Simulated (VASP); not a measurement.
# MgO (R-3m) in VASP: G0W0 quasiparticle levels with PBE

Aim: the G0W0 quasiparticle levels of MgO with PBE.

All numbers are computed with VASP 6.6.1; they aren't measurements. Logs are shortened: lines on timing, memory, paths and dates and some standing lists are left out, and cuts for length are marked.

## Step 1: The cell of the first run

The structure is trigonal, space group R-3m (No. 166). The conventional cell has a = 2.854 Å, b = 2.854 Å, c = 7.380 Å, α = 90.00°, β = 90.00°, γ = 120.00°. Mg (site symmetry -3m) has 6 O at 2.06 Å within 2.7 Å. Within 2.7 Å of O (site symmetry -3m) lie 6 Mg at 2.06 Å.

## Step 2: G0W0 quasiparticle levels, PBE

POSCAR reads:

```
MgO
1.0
    0.0748698301      2.0929505489      2.0929505489
    2.0929505489      0.0748698301      2.0929505489
    2.0929505489      2.0929505489      0.0748698301
Mg O
1 1
Direct
    0.0000000000      0.0000000000      0.0000000000
    0.5000000000      0.5000000000      0.5000000000
```

INCAR.step1 reads:

```
SYSTEM = MgO
PREC = Accurate
ENCUT = 500
EDIFF = 1E-8
ISMEAR = 0
SIGMA = 0.01
LREAL = .FALSE.
LASPH = .TRUE.
NELM = 80
ALGO = Normal
LWAVE = .TRUE.
LCHARG = .FALSE.
GGA = PE
```

INCAR.step2 reads:

```
SYSTEM = MgO
PREC = Accurate
ENCUT = 500
EDIFF = 1E-8
ISMEAR = 0
SIGMA = 0.01
LREAL = .FALSE.
LASPH = .TRUE.
NELM = 1
ALGO = Exact
LWAVE = .TRUE.
LCHARG = .FALSE.
GGA = PE
NBANDS = 76
LOPTICS = .TRUE.
ISTART = 1
```

INCAR.step3 reads:

```
SYSTEM = MgO
PREC = Accurate
ENCUT = 500
EDIFF = 1E-8
ISMEAR = 0
SIGMA = 0.01
LREAL = .FALSE.
LASPH = .TRUE.
ALGO = EVGW0
LWAVE = .FALSE.
LCHARG = .FALSE.
GGA = PE
NELMGW = 1
NBANDS = 76
ENCUTGW = 150.0
NOMEGA = 48
PRECFOCK = Fast
ISTART = 1
NBANDSGW = 12
```

KPOINTS reads:

```
Automatic mesh
0
G
  6 6 6
  0 0 0
```

Potentials or basis: VASP PAW PBE potentials, release 64 (Mg_GW, O_GW).

Command:

```bash
cat potpaw_PBE.64/Mg_GW/POTCAR potpaw_PBE.64/O_GW/POTCAR > POTCAR
cp INCAR.step1 INCAR
mpirun -np 1 vasp_std > vasp.out
cp INCAR.step2 INCAR
mpirun -np 1 vasp_std > vasp.out
cp INCAR.step3 INCAR
mpirun -np 1 vasp_std > vasp.out
```

OUTCAR:

```text
SYSTEM = MgO
   PREC = Accurate
   ENCUT = 500
   EDIFF = 1E-8
   ISMEAR = 0
   LREAL = .FALSE.
   LASPH = .TRUE.
   GGA = PE
   NELMGW = 1
   ENCUTGW = 150.0
   PRECFOCK = Fast
   ISTART = 1

 ion  position               nearest neighbor table
   1  0.000  0.000  0.000-   2 2.06   2 2.06   2 2.06   2 2.06   2 2.06   2 2.06
   2  0.500  0.500  0.500-   1 2.06   1 2.06   1 2.06   1 2.06   1 2.06   1 2.06

  LATTYP: Found a trigonal (rhomboedric) cell.
 ALAT       =     2.9608258125
 COS(alpha) =     0.5354297987

  Lattice vectors:

 A1 = (   0.0748698301,   2.0929505489,   2.0929505489)
 A2 = (   2.0929505489,   0.0748698301,   2.0929505489)
 A3 = (   2.0929505489,   2.0929505489,   0.0748698301)

Analysis of symmetry for initial positions (statically):
=====================================================================
 Subroutine PRICEL returns:
 Original cell was already a primitive cell.

 Routine SETGRP: Setting up the symmetry group for a
 trigonal (rhombohedral) supercell.

 Subroutine GETGRP returns: Found 12 space group operations
 (whereof 12 operations were pure point group operations)
 out of a pool of 12 trial point group operations.

The static configuration has the point symmetry D_3d.

Analysis of symmetry for dynamics (positions and initial velocities):
=====================================================================
 Subroutine PRICEL returns:
 Original cell was already a primitive cell.

 Routine SETGRP: Setting up the symmetry group for a
 trigonal (rhombohedral) supercell.

 Subroutine GETGRP returns: Found 12 space group operations
 (whereof 12 operations were pure point group operations)
 out of a pool of 12 trial point group operations.

The dynamic configuration has the point symmetry D_3d.

 Subroutine INISYM returns: Found 12 space group operations
 (whereof 12 operations are pure point group operations),
 and found     1 'primitive' translations

[... 92 lines left out ...]
   ENCUT  =  500.0 eV  36.75 Ry    6.06 a.u.   5.40  5.40  5.40*2*pi/ulx,y,z
   NELM   =     60;   NELMIN=  2; NELMDL=  0     # of ELM steps
   EDIFF  = 0.1E-07   stopping-criterion for ELM
   LREAL  =      F    real-space projection
   EDIFFG = 0.1E-06   stopping-criterion for IOM
   NSW    =      0    number of steps for IOM
   IBRION =     -1    ionic relax: 0-MD 1-quasi-New 2-CG
   NFREE  =      0    steps in history (QN), initial steepest desc. (CG)
   ISIF   =      0    stress and relaxation
   ISYM   =      3    0-nonsym 1-usesym 2-fastsym
   POTIM  = 0.5000    time-step for ionic-motion
   TEBEG  =    0.0;   TEEND  =   0.0 temperature during run
   PSTRESS=    0.0 pullay stress
   NELECT =       8.0000    total number of electrons
   NUPDOWN=      -1.0000    fix difference up-down
   EMIN   =  10.00;   EMAX   =-10.00  energy-range for DOS
   EFERMI =   0.00;   METHOD = LEGACY
   ISMEAR =     0;   SIGMA  =   0.01  broadening in eV -4-tet -1-fermi 0-gaus
   EFERMI_NEDOS =   21; number of points for ismear=-14 and -15
   IALGO  =     38    algorithm
   IMIX   =      4    mixing-type and parameters
     AMIX     =   0.40;   BMIX     =  1.00
     AMIX_MAG =   1.60;   BMIX_MAG =  1.00
  volume/ion in A,a.u.               =       8.68        58.55
  Fermi-wavevector in a.u.,A,eV,Ry     =   1.264687  2.389912 21.761612  1.599433
  Thomas-Fermi vector in A             =   2.397979
   LORBIT       =      0    0 simple, 1 ext, 2 COOP (PROOUT), +10 PAW based schemes
   GGA     = PE    functional components
   LHFCALC =     T    Hartree Fock is set to
   PRECFOCK=fast      Normal, Fast or Accurate (Low or Medium for compatibility)
   ENCUT4O =  -1.0   cutoff for four orbital integrals eV
   NKREDX  =     1    reduce k-point grid by
   NKREDY  =     1    reduce k-point grid by
   NKREDZ  =     1    reduce k-point grid by
   AEXX    =    1.0000 exact exchange contribution
   HFSCREEN=    0.0000 screening length (either q_TF or 0.3 A-1)
   HFSCREENC=   0.0000 screening length for correlation (either q_TF or 0.3 A-1)
   ENCUTFOCK=  -1.0 apply spherical cutoff to Coloumb kernel
   IVDW    =     0    specifies the selected vdW correction
   LEPSILON=     F    determine dielectric tensor
   LRPA    =     F    only Hartree local field effects (RPA)
   LRPAFORCE           =     F    calculate RPA forces
   ENCUTGW             = 150.0    cutoff for response function in eV
   ENCUTGWSOFT         = 120.0    soft cutoff for Coulomb kernel in GW response function in eV
   ENCUTLF             =  -1.0    cutoff for local field effects
   NELMGW              =     1    number of iterations in solving QP/BSE equation
   NELMHF              =     1    number of iterations in the inner HF iteration
   NKREDLFX            =     1    NKREDLFY  =   1   NKREDLFZ  =   1
 non-spin polarized calculation
 Gauss-broadening in eV      SIGMA  =   0.01
  energy-cutoff  :      500.00
  volume of cell :       17.35
 maximum number of plane-waves:       453
 NGX is ok and might be reduce to    24
  NGX = 12; NGY = 12; NGZ = 12
   NGX = 11   NGY = 11   NGZ = 11
 maximum number of plane-waves:        78

 QP shifts <psi_nk| G(iteration)W_0 |psi_nk>: iteration 1
 for sc-GW calculations column KS-energies equals QP-energies in previous step
 and V_xc(KS)=  KS-energies - (<T + V_ion + V_H > + <T+V_H+V_ion>^1  + <V_x>^1)

 k-point   1 :       0.0000    0.0000    0.0000
  band No.  KS-energies  QP-energies   sigma(KS)   V_xc(KS)     V^pw_x(r,r')   Z            occupation Imag(sigma)

      1     -13.8961     -16.2325     -21.4009     -18.0830     -29.9528       0.7042       2.0000       1.1521
      2       3.4660       2.0759     -21.4455     -19.6943     -25.2220       0.7938       2.0000       0.0995
      3       3.9297       2.5634     -21.7339     -20.0127     -25.6027       0.7938       2.0000       0.1023
      4       3.9297       2.5634     -21.7339     -20.0127     -25.6027       0.7938       2.0000       0.1023
      5       9.1885      10.5191     -11.0113     -12.5880      -7.6182       0.8439       0.0000      -0.0563
      6      19.0027      20.3332      -7.7773      -9.3578      -3.3722       0.8419       0.0000      -0.1037
      7      20.5465      21.8904      -7.7244      -9.3335      -3.1929       0.8352       0.0000      -0.1194
      8      20.5465      21.8904      -7.7244      -9.3335      -3.1929       0.8352       0.0000      -0.1194
      9      24.0338      24.5966      -7.5578      -8.2907      -1.8334       0.7679       0.0000      -0.4258
     10      26.0134      27.6619      -8.1610     -10.1450      -3.4078       0.8308       0.0000      -0.1748
     11      26.0134      27.6619      -8.1610     -10.1450      -3.4078       0.8308       0.0000      -0.1748
     12      28.8513      30.4675      -7.8434      -9.8779      -2.0886       0.7944       0.0000      -0.4471
[... 356 lines left out ...]
      1     -12.0731     -14.4120     -23.0829     -19.9188     -31.4956       0.7392       2.0000       1.0506
      2      -0.0665      -2.0125     -18.2893     -15.7864     -22.3840       0.7775       2.0000       0.1324
      3       1.3109      -0.4612     -19.3026     -17.0464     -23.2435       0.7854       2.0000       0.1159
      4       2.0140       0.3477     -19.9877     -17.8698     -23.9553       0.7868       2.0000       0.1126
      5      14.4890      15.8802      -9.4560     -11.1183      -5.4300       0.8369       0.0000      -0.0822
      6      16.1751      17.8487      -9.1671     -11.1589      -5.0363       0.8403       0.0000      -0.0828
      7      16.8800      18.7291     -11.9324     -14.2311      -7.4447       0.8044       0.0000      -0.1101
      8      21.2625      22.9452      -9.3918     -11.4806      -4.3547       0.8056       0.0000      -0.1851
      9      24.9977      26.6402      -9.5341     -11.6167      -3.9076       0.7887       0.0000      -0.3446
     10      29.4421      30.8265      -8.1884      -9.8847      -2.5457       0.8161       0.0000      -0.5761
     11      31.0592      33.0642      -8.9712     -11.3266      -3.6625       0.8513       0.0000      -0.6108
     12      33.3064      35.3368      -9.5863     -11.9896      -3.7539       0.8448       0.0000      -0.8239

 [... further k-points ...]
```

OUTCAR.step1:

```text
SYSTEM = MgO
   PREC = Accurate
   ENCUT = 500
   EDIFF = 1E-8
   ISMEAR = 0
   LREAL = .FALSE.
   LASPH = .TRUE.
[... 486 lines left out ...]
      0.00000      0.00000      0.00000         0.000000     -0.000000      0.000000
      2.13039      2.13039      2.13039        -0.000000      0.000000     -0.000000
 -----------------------------------------------------------------------------------
    total drift:                               -0.000000     -0.000000      0.000000

  FREE ENERGIE OF THE ION-ELECTRON SYSTEM (eV)
  ---------------------------------------------------
  free  energy   TOTEN  =       -11.8074877570 eV

  energy  without entropy=      -11.8074877570  energy(sigma->0) =      -11.80748776
```

Run time: 8.5 min. Hardware: 1 thread of Intel Xeon 8259CL, shared host; peak memory 0.36 GiB.

Results:

* Band gap on the k mesh, mean-field level: 5.26 eV, direct
* Quasiparticle gap: 7.96 eV
* Least direct quasiparticle gap: 7.96 eV

Levels at points of the mesh, in eV from the valence-band top:
| k point | band 2 | band 3 | band 4 | band 5 | band 6 | band 7 |
| --- | --- | --- | --- | --- | --- | --- |
| (0.00, 0.00, 0.00) | -0.46 | 0.00 | 0.00 | 5.26 | 15.07 | 16.62 |
| (0.50, 0.00, 0.00) | -5.05 | -1.14 | -0.81 | 8.05 | 13.46 | 16.31 |
| (0.50, 0.50, 0.00) | -4.55 | -1.84 | -1.38 | 8.93 | 10.75 | 13.67 |
| (0.50, 0.50, 0.50) | -5.32 | -0.63 | -0.63 | 8.64 | 12.67 | 17.68 |

Caveat: the k points lie up to 0.45 Å⁻¹ apart; bands, screening cutoff and mesh are small and nothing is extrapolated, so the quasiparticle values aren't converged.
